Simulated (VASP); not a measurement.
# FeS2 (Pnnm) in VASP: notebook

The runs below take FeS2 through single point, with PBE.

Everything below comes from runs of VASP 6.6.1. Logs are shortened: lines on timing, memory, paths and dates and some standing lists are left out, and cuts for length are marked.

## 1. The cell of the first run

Symmetry: Pnnm, No. 58, orthorhombic system. The conventional cell has a = 4.348 Å, b = 5.299 Å, c = 3.320 Å, α = 90.00°, β = 90.00°, γ = 90.00°. Within 2.9 Å of Fe (site symmetry 2/m) lie 6 S at 2.18 to 2.20 Å. Within 2.9 Å of S (site symmetry m) lie 3 Fe at 2.18 to 2.20 Å and 2 S at 2.23 to 2.88 Å.

## 2. Single point, PBE (12.75 Å³/atom)

INCAR reads:

```
SYSTEM = FeS2
PREC = Accurate ; ENCUT = 600
EDIFF = 1E-6 ; ISMEAR = 0
SIGMA = 0.01 ; LREAL = .FALSE.
LASPH = .TRUE. ; NELM = 120
ALGO = Normal ; ISIF = 2
LWAVE = .FALSE. ; LCHARG = .FALSE.
GGA = PE ; NBANDS = 29
GGA_COMPAT = .FALSE.
```

KPOINTS reads:

```
regular mesh
0
G
  6 4 6
  0 0 0
```

POSCAR reads:

```
FeS2
1.0
    4.3483462514      0.0000000000      0.0000000000
    0.0000000000      5.2991240029      0.0000000000
    0.0000000000      0.0000000000      3.3203231582
Fe S
2 4
Direct
    0.5000000000      0.5000000000      0.5000000000
    0.0000000000      0.0000000000      0.0000000000
    0.2937551967      0.8751795101      0.5000000000
    0.7062448033      0.1248204899      0.5000000000
    0.2062448033      0.3751795101      0.0000000000
    0.7937551967      0.6248204899      0.0000000000
```

Potentials or basis: VASP PAW PBE potentials, release 64 (Fe, S).

The run is started by

```bash
> cat potpaw_PBE.64/Fe/POTCAR potpaw_PBE.64/S/POTCAR > POTCAR
> mpirun -np 1 vasp_std > vasp.out
```

OUTCAR:

```text
SYSTEM = FeS2
   PREC = Accurate
   ENCUT = 600
   EDIFF = 1E-6
   ISMEAR = 0
   LREAL = .FALSE.
   LASPH = .TRUE.
   NELM = 120
   ISIF = 2
   GGA = PE

 ion  position               nearest neighbor table
   1  0.500  0.500  0.500-   3 2.18   4 2.18   5 2.20   6 2.20   5 2.20   6 2.20
   2  0.000  0.000  0.000-   5 2.18   6 2.18   3 2.20   4 2.20   3 2.20   4 2.20
   3  0.294  0.875  0.500-   1 2.18   2 2.20   2 2.20   4 2.23
   4  0.706  0.125  0.500-   1 2.18   2 2.20   2 2.20   3 2.23
   5  0.206  0.375  0.000-   2 2.18   1 2.20   1 2.20   6 2.23
   6  0.794  0.625  0.000-   2 2.18   1 2.20   1 2.20   5 2.23

  LATTYP: Found a simple orthorhombic cell.
 ALAT       =     3.3203231582
 B/A-ratio  =     1.3096153730
 C/A-ratio  =     1.5959663414

  Lattice vectors:

 A1 = (   0.0000000000,   0.0000000000,   3.3203231582)
 A2 = (   4.3483462514,   0.0000000000,   0.0000000000)
 A3 = (   0.0000000000,   5.2991240029,   0.0000000000)

Analysis of symmetry for initial positions (statically):
=====================================================================
 Subroutine PRICEL returns:
 Original cell was already a primitive cell.

 Routine SETGRP: Setting up the symmetry group for a
 simple orthorhombic supercell.

 Subroutine GETGRP returns: Found  8 space group operations
 (whereof  4 operations were pure point group operations)
 out of a pool of  8 trial point group operations.

The static configuration has the point symmetry C_2h.
 The point group associated with its full space group is D_2h.

Analysis of symmetry for dynamics (positions and initial velocities):
=====================================================================
 Subroutine PRICEL returns:
 Original cell was already a primitive cell.

 Routine SETGRP: Setting up the symmetry group for a
 simple orthorhombic supercell.

 Subroutine GETGRP returns: Found  8 space group operations
 (whereof  4 operations were pure point group operations)
 out of a pool of  8 trial point group operations.

The dynamic configuration has the point symmetry C_2h.
 The point group associated with its full space group is D_2h.

 Subroutine INISYM returns: Found  8 space group operations
 (whereof  4 operations are pure point group operations),
 and found     1 'primitive' translations

----------------------------------------------------------------------------------------

                                     Primitive cell

  volume of cell :      76.5083

  direct lattice vectors                    reciprocal lattice vectors
[... 101 lines left out ...]
   ISIF   =      2    stress and relaxation
   ISYM   =      2    0-nonsym 1-usesym 2-fastsym
   POTIM  = 0.5000    time-step for ionic-motion
   TEBEG  =    0.0;   TEEND  =   0.0 temperature during run
   PSTRESS=    0.0 pullay stress
   NELECT =      40.0000    total number of electrons
   NUPDOWN=      -1.0000    fix difference up-down
   EMIN   =  10.00;   EMAX   =-10.00  energy-range for DOS
   EFERMI =   0.00;   METHOD = LEGACY
   ISMEAR =     0;   SIGMA  =   0.01  broadening in eV -4-tet -1-fermi 0-gaus
   EFERMI_NEDOS =   21; number of points for ismear=-14 and -15
   IALGO  =     38    algorithm
   IMIX   =      4    mixing-type and parameters
     AMIX     =   0.40;   BMIX     =  1.00
     AMIX_MAG =   1.60;   BMIX_MAG =  1.00
  volume/ion in A,a.u.               =      12.75        86.05
  Fermi-wavevector in a.u.,A,eV,Ry     =   1.318840  2.492245 23.665128  1.739338
  Thomas-Fermi vector in A             =   2.448781
   LORBIT       =      0    0 simple, 1 ext, 2 COOP (PROOUT), +10 PAW based schemes
   GGA     = PE    functional components
   LHFCALC =     F    Hartree Fock is set to
   AEXX    =    0.0000 exact exchange contribution
   IVDW    =     0    specifies the selected vdW correction
   LEPSILON=     F    determine dielectric tensor
   LRPA    =     F    only Hartree local field effects (RPA)
 non-spin polarized calculation
 Gauss-broadening in eV      SIGMA  =   0.01
  energy-cutoff  :      600.00
  volume of cell :       76.51
 maximum number of plane-waves:      2594
 NGX is ok and might be reduce to    36
   NGX = 17   NGY = 21   NGZ = 13

 number of electron      39.9999998 magnetization

 Free energy of the ion-electron system (eV)
  ---------------------------------------------------
  ext. energy  EPLUGINS =         0.00000000
  ---------------------------------------------------
  free energy    TOTEN  =       -35.94324144 eV

  energy without entropy =      -35.94324144  energy(sigma->0) =      -35.94324144

 E-fermi :   8.5785     XC(G=0): -12.0356

 val. band max:        8.5306107266   @ k =   0.3333   0.0000   0.1667
 cond. band min:       9.5957023341   @ k =   0.0000   0.5000   0.5000
 fundamental gap:      1.0650916074
 Fermi energy:         8.5785238754

 k-point     1 :       0.0000    0.0000    0.0000
  band No.  band energies     occupation
      1      -8.6550      2.00000
      2      -6.0360      2.00000
      3      -4.1527      2.00000
      4      -3.3016      2.00000
      5       0.5116      2.00000
      6       2.1485      2.00000
[... 757 lines left out ...]
     28      15.6739      0.00000
     29      16.4553      0.00000

 [... further k-points ...]

------------------------ aborting loop because EDIFF is reached ----------------------------------------

  FORCE on cell =-STRESS in cart. coord.  units (eV):
  Direction    XX          YY          ZZ          XY          YZ          ZX
  --------------------------------------------------------------------------------------
  -------------------------------------------------------------------------------------
  Total        4.9007025      5.4633881      5.4862698      0.0000000      0.0000000      0.0000000
  in kB      102.6267008    114.4100248    114.8891956      0.0000000      0.0000000      0.0000000
  external PRESSURE =     110.6419737 kB  Pullay stress =       0.0000000 kB

 VOLUME and BASIS-vectors are now :
 -----------------------------------------------------------------------------
  energy-cutoff  :      600.00
  volume of cell :       76.51
      direct lattice vectors                 reciprocal lattice vectors
     4.348346251  0.000000000  0.000000000     0.229972487  0.000000000  0.000000000
     0.000000000  5.299124003  0.000000000     0.000000000  0.188710436  0.000000000
     0.000000000  0.000000000  3.320323158     0.000000000  0.000000000  0.301175504

 POSITION                                       TOTAL-FORCE (eV/Angst)
 -----------------------------------------------------------------------------------
      2.17417      2.64956      1.66016        -0.000000      0.000000      0.000000
      0.00000      0.00000      0.00000        -0.000000      0.000000      0.000000
      1.27735      4.63768      1.66016         0.173696      0.031798      0.000000
      3.07100      0.66144      1.66016        -0.173696     -0.031798      0.000000
      0.89682      1.98812      0.00000        -0.173696      0.031798      0.000000
      3.45152      3.31100      0.00000         0.173696     -0.031798      0.000000
 -----------------------------------------------------------------------------------
    total drift:                                0.000000      0.000000      0.000000

  FREE ENERGIE OF THE ION-ELECTRON SYSTEM (eV)
  ---------------------------------------------------
  free  energy   TOTEN  =       -35.9432414395 eV

  energy  without entropy=      -35.9432414395  energy(sigma->0) =      -35.94324144
```

stdout:

```text
POSCAR found type information on POSCAR FeS
 POSCAR found :  2 types and       6 ions
 scaLAPACK will be used
 LDA part: xc-table for (Slater+PW92), standard interpolation
 POSCAR, INCAR and KPOINTS ok, starting setup
 FFT: planning ... GRIDC
 FFT: planning ... GRID_SOFT
 FFT: planning ... GRID
 WAVECAR not read
 entering main loop
```

Wall time 3.4 min (1 thread of Oxide Virtual Turin-like, shared host); peak memory 0.22 GiB.

What came out:

```yaml
Free_energy: -35.9432 eV
Pressure: 11.1 GPa
Largest_force: 0.177 eV/Å
Band_gap_on_the_k_mesh: 1.07 eV (least direct gap 1.36 eV)
```

Forces on the atoms (eV/Å):
```
Fe   0.000  0.000  0.000
Fe   0.000  0.000  0.000
S    0.174  0.032  0.000
S   -0.174 -0.032  0.000
S   -0.174  0.032  0.000
S    0.174 -0.032  0.000
```

Levels at points of the mesh, in eV from the valence-band top:
| k point | band 16 | band 17 | band 18 | band 19 | band 20 | band 21 | band 22 | band 23 | band 24 | band 25 |
| --- | --- | --- | --- | --- | --- | --- | --- | --- | --- | --- |
| (0.00, 0.00, 0.00) | -1.25 | -1.04 | -0.84 | -0.83 | -0.48 | 1.21 | 1.62 | 2.98 | 3.39 | 3.73 |
| (0.50, 0.00, 0.00) | -1.19 | -0.72 | -0.72 | -0.09 | -0.09 | 2.04 | 2.04 | 2.04 | 2.04 | 3.05 |
| (0.00, 0.50, 0.00) | -1.11 | -0.88 | -0.88 | -0.34 | -0.34 | 1.23 | 1.23 | 2.71 | 2.71 | 3.21 |
| (0.50, 0.50, 0.00) | -1.24 | -1.23 | -1.23 | -1.01 | -1.01 | 1.62 | 1.62 | 2.22 | 2.22 | 3.42 |
| (0.00, 0.00, 0.50) | -1.49 | -0.97 | -0.97 | -0.47 | -0.47 | 1.72 | 1.72 | 1.90 | 1.90 | 2.31 |
| (0.50, 0.00, 0.50) | -1.14 | -0.82 | -0.82 | -0.39 | -0.39 | 1.70 | 1.70 | 2.08 | 2.08 | 3.95 |
| (0.00, 0.50, 0.50) | -2.01 | -1.59 | -1.59 | -0.43 | -0.43 | 1.07 | 1.07 | 2.44 | 2.44 | 3.26 |
| (0.50, 0.50, 0.50) | -1.53 | -0.66 | -0.66 | -0.41 | -0.41 | 1.72 | 1.72 | 2.35 | 2.35 | 2.83 |

Caveat: the cell stands under pressure. A k mesh can miss the band edges.

(Part 1 of 2 ends here.)
